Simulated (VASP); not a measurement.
# Cr (Im-3m) in VASP: a series of runs, part 2 of 3

VASP 6.6.1.

### Step 3. Single point, PBE, collinear spin, antiferromagnetic start

Input file INCAR:

```
PREC = Accurate
ENCUT = 520
EDIFF = 1E-6
ISMEAR = -1
SIGMA = 0.05
LREAL = False
LASPH = True
NELM = 150
ALGO = Normal
ISIF = 2
LWAVE = False
LCHARG = False
ISPIN = 2
MAGMOM = -1.7 1.7
LORBIT = 11
LMAXMIX = 4
GGA = PE
NBANDS = 23
```

Input file KPOINTS:

```
regular mesh
0
Gamma
  11 11 11
```

Input file POSCAR:

```
Cr
1.0
    2.9688993551      0.0000000000      0.0000000000
    0.0000000000      2.9688993551      0.0000000000
    0.0000000000      0.0000000000      2.9688993551
Cr
2
Direct
    0.0000000000      0.0000000000      0.0000000000
    0.5000000000      0.5000000000      0.5000000000
```

Potentials or basis: VASP PAW PBE potentials, release 64 (Cr_pv).

Command:

```console
cat potpaw_PBE.64/Cr_pv/POTCAR > POTCAR
mpirun -np 1 vasp_std > vasp.out
```

OUTCAR:

```text
PREC = Accurate
   ENCUT = 520
   EDIFF = 1E-6
   ISMEAR = -1
   LREAL = False
   LASPH = True
   NELM = 150
   ISIF = 2
   ISPIN = 2
   LORBIT = 11
   GGA = PE

 ion  position               nearest neighbor table
   1  0.000  0.000  0.000-   2 2.57   2 2.57   2 2.57   2 2.57   2 2.57   2 2.57   2 2.57   2 2.57

   2  0.500  0.500  0.500-   1 2.57   1 2.57   1 2.57   1 2.57   1 2.57   1 2.57   1 2.57   1 2.57

  LATTYP: Found a simple cubic cell.
 ALAT       =     2.9688993551

  Lattice vectors:

 A1 = (   2.9688993551,   0.0000000000,   0.0000000000)
 A2 = (   0.0000000000,   2.9688993551,   0.0000000000)
 A3 = (   0.0000000000,   0.0000000000,   2.9688993551)

Analysis of symmetry for initial positions (statically):
=====================================================================
 Subroutine PRICEL returns following result:

  LATTYP: Found a body centered cubic cell.
 ALAT       =     2.9688993551
[... 12 lines left out ...]
 Subroutine GETGRP returns: Found 48 space group operations
 (whereof 48 operations were pure point group operations)
 out of a pool of 48 trial point group operations.

The static configuration has the point symmetry O_h .

Analysis of symmetry for dynamics (positions and initial velocities):
=====================================================================
 Subroutine PRICEL returns following result:

  LATTYP: Found a body centered cubic cell.
 ALAT       =     2.9688993551
[... 12 lines left out ...]
 Subroutine GETGRP returns: Found 48 space group operations
 (whereof 48 operations were pure point group operations)
 out of a pool of 48 trial point group operations.

The dynamic configuration has the point symmetry O_h .

Analysis of structural, dynamic, and magnetic symmetry:
=====================================================================
 Subroutine PRICEL returns following result:

  LATTYP: Found a body centered cubic cell.
 ALAT       =     2.9688993551
[... 12 lines left out ...]
 Subroutine GETGRP returns: Found 48 space group operations
 (whereof 48 operations were pure point group operations)
 out of a pool of 48 trial point group operations.

The overall configuration has the point symmetry O_h .

 Subroutine INISYM returns: Found 48 space group operations
 (whereof 48 operations are pure point group operations),
 and found     2 'primitive' translations

----------------------------------------------------------------------------------------

                                     Primitive cell

  volume of cell :      13.0845

  direct lattice vectors                    reciprocal lattice vectors
     1.484449678  1.484449678 -1.484449678     0.336825160  0.336825160  0.000000000
    -1.484449678  1.484449678  1.484449678    -0.000000000  0.336825160  0.336825160
     1.484449678 -1.484449678  1.484449678     0.336825160  0.000000000  0.336825160

  length of vectors
     2.571142263  2.571142263  2.571142263     0.476342709  0.476342709  0.476342709

  position of ions in fractional coordinates (direct lattice)
     0.000000000  0.000000000  0.000000000

  ion indices of the primitive-cell ions
   primitive index   ion index
                 1           1

----------------------------------------------------------------------------------------

 KPOINTS: regular mesh
[... 57 lines left out ...]
   NGXF,Y,Z  is equivalent  to a cutoff of  26.88, 26.88, 26.88 a.u.
 SYSTEM =  unknown system
   PREC   = accura    normal or accurate (medium, high low for compatibility)
   ISTART =      0    job   : 0-new  1-cont  2-samecut
   ICHARG =      2    charge: 1-file 2-atom 10-const
   ISPIN  =      2    spin polarized calculation?
   LNONCOLLINEAR =      F non collinear calculations
   LSORBIT =      F    spin-orbit coupling
   LASPH  =      T    aspherical Exc in radial PAW
   ENCUT  =  520.0 eV  38.22 Ry    6.18 a.u.   5.52  5.52  5.52*2*pi/ulx,y,z
   NELM   =    150;   NELMIN=  2; NELMDL= -5     # of ELM steps
   EDIFF  = 0.1E-05   stopping-criterion for ELM
   LREAL  =      F    real-space projection
   EDIFFG = 0.1E-04   stopping-criterion for IOM
   NSW    =      0    number of steps for IOM
   IBRION =     -1    ionic relax: 0-MD 1-quasi-New 2-CG
   NFREE  =      0    steps in history (QN), initial steepest desc. (CG)
   ISIF   =      2    stress and relaxation
   ISYM   =      2    0-nonsym 1-usesym 2-fastsym
   POTIM  = 0.5000    time-step for ionic-motion
   TEBEG  =    0.0;   TEEND  =   0.0 temperature during run
   PSTRESS=    0.0 pullay stress
   NELECT =      24.0000    total number of electrons
   NUPDOWN=      -1.0000    fix difference up-down
   EMIN   =  10.00;   EMAX   =-10.00  energy-range for DOS
   EFERMI =   0.00;   METHOD = LEGACY
   ISMEAR =    -1;   SIGMA  =   0.05  broadening in eV -4-tet -1-fermi 0-gaus
   EFERMI_NEDOS =   21; number of points for ismear=-14 and -15
   IALGO  =     38    algorithm
   IMIX   =      4    mixing-type and parameters
     AMIX     =   0.40;   BMIX     =  1.00
     AMIX_MAG =   1.60;   BMIX_MAG =  1.00
  volume/ion in A,a.u.               =      13.08        88.30
  Fermi-wavevector in a.u.,A,eV,Ry     =   1.590559  3.005721 34.421077  2.529878
  Thomas-Fermi vector in A             =   2.689235
   LORBIT       =     11    0 simple, 1 ext, 2 COOP (PROOUT), +10 PAW based schemes
   GGA     = PE    functional components
   LHFCALC =     F    Hartree Fock is set to
   AEXX    =    0.0000 exact exchange contribution
   IVDW    =     0    specifies the selected vdW correction
   LEPSILON=     F    determine dielectric tensor
   LRPA    =     F    only Hartree local field effects (RPA)
 spin polarized calculation
  energy-cutoff  :      520.00
  volume of cell :       26.17
 maximum number of plane-waves:       739
 NGX is ok and might be reduce to    24
   NGX = 11   NGY = 11   NGZ = 11

 number of electron      24.0000016 magnetization      -0.0000000

 number of electron      24.0000016 magnetization       0.0000000

 Free energy of the ion-electron system (eV)
  ---------------------------------------------------
  ext. energy  EPLUGINS =         0.00000000
  ---------------------------------------------------
  free energy    TOTEN  =       -18.93938650 eV

  energy without entropy =      -18.93499707  energy(sigma->0) =      -18.93719178

 E-fermi :   9.3575     XC(G=0): -12.9184

 val. band max:        9.3367400609   @ k =   0.4545   0.4545   0.0909
 cond. band min:       9.4234668120   @ k =   0.3636   0.0909   0.0000
 fundamental gap:      0.0867267511
 Fermi energy:         9.3574792167

 spin component 1

 k-point     1 :       0.0000    0.0000    0.0000
  band No.  band energies     occupation
      1     -34.4330      1.00000
      2     -34.4330      1.00000
      3     -34.4330      1.00000
      4     -32.5801      1.00000
      5     -32.5801      1.00000
      6     -32.5801      1.00000
[... 613 lines left out ...]
     22      20.8860      0.00000
     23      26.4890      0.00000

 [... further k-points ...]

 spin component 2

 k-point     1 :       0.0000    0.0000    0.0000
  band No.  band energies     occupation
      1     -34.4330      1.00000
      2     -34.4330      1.00000
      3     -34.4330      1.00000
      4     -32.5801      1.00000
      5     -32.5801      1.00000
      6     -32.5801      1.00000
[... 613 lines left out ...]
     22      20.8860      0.00000
     23      26.4890      0.00000

 [... further k-points ...]
[... 5 lines left out ...]
  --------------------------------------------------------------------------------------
  -------------------------------------------------------------------------------------
  Total       -2.1897735     -2.1897735     -2.1897735      0.0000000      0.0000000     -0.0000000
  in kB     -134.0674486   -134.0674486   -134.0674486      0.0000000      0.0000000     -0.0000000
  external PRESSURE =    -134.0674486 kB  Pullay stress =       0.0000000 kB

 VOLUME and BASIS-vectors are now :
 -----------------------------------------------------------------------------
  energy-cutoff  :      520.00
  volume of cell :       26.17
      direct lattice vectors                 reciprocal lattice vectors
     2.968899355  0.000000000  0.000000000     0.336825160  0.000000000  0.000000000
     0.000000000  2.968899355  0.000000000     0.000000000  0.336825160  0.000000000
     0.000000000  0.000000000  2.968899355     0.000000000  0.000000000  0.336825160

 POSITION                                       TOTAL-FORCE (eV/Angst)
 -----------------------------------------------------------------------------------
      0.00000      0.00000      0.00000        -0.000000     -0.000000     -0.000000
      1.48445      1.48445      1.48445         0.000000      0.000000      0.000000
 -----------------------------------------------------------------------------------
    total drift:                                0.000000      0.000000     -0.000000

  FREE ENERGIE OF THE ION-ELECTRON SYSTEM (eV)
  ---------------------------------------------------
  free  energy   TOTEN  =       -18.9393864965 eV

  energy  without entropy=      -18.9349970681  energy(sigma->0) =      -18.93719178

 total charge

# of ion       s       p       d       tot
------------------------------------------
    1        0.396   6.330   4.097  10.823
    2        0.396   6.330   4.097  10.823
--------------------------------------------------
tot          0.792  12.660   8.194  21.646

 magnetization (x)

# of ion       s       p       d       tot
------------------------------------------
    1       -0.023  -0.017  -1.761  -1.801
    2        0.023   0.017   1.761   1.801
--------------------------------------------------
tot          0.000   0.000   0.000   0.000
```

OSZICAR:

```text
N       E                     dE             d eps       ncg     rms          rms(c)
DAV:   1     0.244334627576E+03    0.24433E+03   -0.13272E+04  5152   0.125E+03
DAV:   2    -0.140842547594E+02   -0.25842E+03   -0.24891E+03  5257   0.377E+02
DAV:   3    -0.220808227822E+02   -0.79966E+01   -0.79434E+01  6356   0.786E+01
DAV:   4    -0.221551692944E+02   -0.74347E-01   -0.74253E-01  5888   0.754E+00
DAV:   5    -0.221561974215E+02   -0.10281E-02   -0.10275E-02  5530   0.851E-01    0.169E+01
DAV:   6    -0.188540878661E+02    0.33021E+01   -0.10959E+01  5453   0.381E+01    0.601E+00
DAV:   7    -0.189038350534E+02   -0.49747E-01   -0.45487E-01  5509   0.693E+00    0.299E+00
DAV:   8    -0.189165028743E+02   -0.12668E-01   -0.58059E-02  5782   0.124E+00    0.132E+00
DAV:   9    -0.189328037483E+02   -0.16301E-01   -0.22296E-01  6522   0.206E+00    0.698E-01
DAV:  10    -0.189357642177E+02   -0.29605E-02   -0.97168E-03  5656   0.596E-01    0.477E-01
DAV:  11    -0.189391534135E+02   -0.33892E-02   -0.54249E-02  6251   0.108E+00    0.257E-01
DAV:  12    -0.189393703845E+02   -0.21697E-03   -0.13209E-03  5285   0.227E-01    0.711E-02
DAV:  13    -0.189393798591E+02   -0.94746E-05   -0.21627E-05  5880   0.383E-02    0.268E-02
DAV:  14    -0.189393831872E+02   -0.33281E-05   -0.21444E-05  5705   0.226E-02    0.237E-02
DAV:  15    -0.189393868705E+02   -0.36833E-05   -0.10584E-05  5182   0.196E-02    0.584E-03
DAV:  16    -0.189393864965E+02    0.37404E-06   -0.13153E-06  2772   0.682E-03
   1 F= -.18939386E+02 E0= -.18937192E+02  d E =-.438943E-02  mag=     0.0000
```

It took 45 s on 1 thread of Intel Xeon Platinum 8259CL at 2.50GHz (Skylake/Cascade Lake), shared host; peak memory 0.17 GiB.

What came out:

```yaml
Free_energy: -18.9394 eV
Pressure: -13.4 GPa
Band_gap_on_the_k_mesh: zero (filled and empty bands overlap)
Net_moment: 0.00 μB per cell
Site_moments: Cr -1.80, +1.80 μB
Valence_electrons_inside_the_program's_atomic_spheres: Cr 10.82
```

Levels at points of the mesh, in eV from the Fermi level:
Spin up:
```
           k point  band 10  band 11  band 12  band 13  band 14  band 15
(0.00, 0.00, 0.00)    -0.87    -0.87    -0.87     1.23     1.23     2.52
```
Spin down:
| k point | band 10 | band 11 | band 12 | band 13 | band 14 | band 15 |
| --- | --- | --- | --- | --- | --- | --- |
| (0.00, 0.00, 0.00) | -0.87 | -0.87 | -0.87 | 1.23 | 1.23 | 2.52 |

Caveat: the cell stands under tension; an empty level that is flat over the whole mesh can mark a ghost state of the potentials, or a narrow d or f band.

[end of part 2 of 3]
